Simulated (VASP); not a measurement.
Runs of VASP 6.6.1 on BaH2. The structure is that of space group P6_3/mmc (No. 194), or close to it. The cells are those of the table. 

```csv
task,cell,gap on the mesh (eV),pressure (GPa),relaxed volume (Å³/atom)
relaxation of cell and atoms,"relaxed from a = 4.462, b = 4.462, c = 6.055 Å, angles 90.0, 90.0, 120.0°, 6 atoms",2.13,0.0,17.40
relaxation of shape and atoms at fixed volume,"relaxed from a = 4.511, b = 4.511, c = 6.158 Å, angles 90.0, 90.0, 120.0°, 6 atoms",2.08,-1.2,-
relaxation of shape and atoms at fixed volume,"relaxed from a = 4.394, b = 4.394, c = 5.940 Å, angles 90.0, 90.0, 120.0°, 6 atoms",2.22,1.7,-
relaxation of shape and atoms at fixed volume,"relaxed from a = 4.482, b = 4.482, c = 6.060 Å, angles 90.0, 90.0, 120.0°, 6 atoms",(b),-0.3,(a)
```

Alike in all rows: level r2SCAN; potentials or basis VASP PAW PBE potentials, release 64 (Ba_sv, H); no spin polarisation; k mesh 6 × 6 × 6; cutoff (eV) 600; smearing gaussian 0.02 eV.

Question: Fill in the values left out.

Answer: (a) 17.57; (b) 2.12.

Caveats: the PAW data sets were made with another functional, which shifts forces and pressure a little; spin-orbit coupling is left out, which moves the levels of the heavy elements.

A k mesh can miss the band edges, and the runs leave out spin-orbit coupling on Ba.
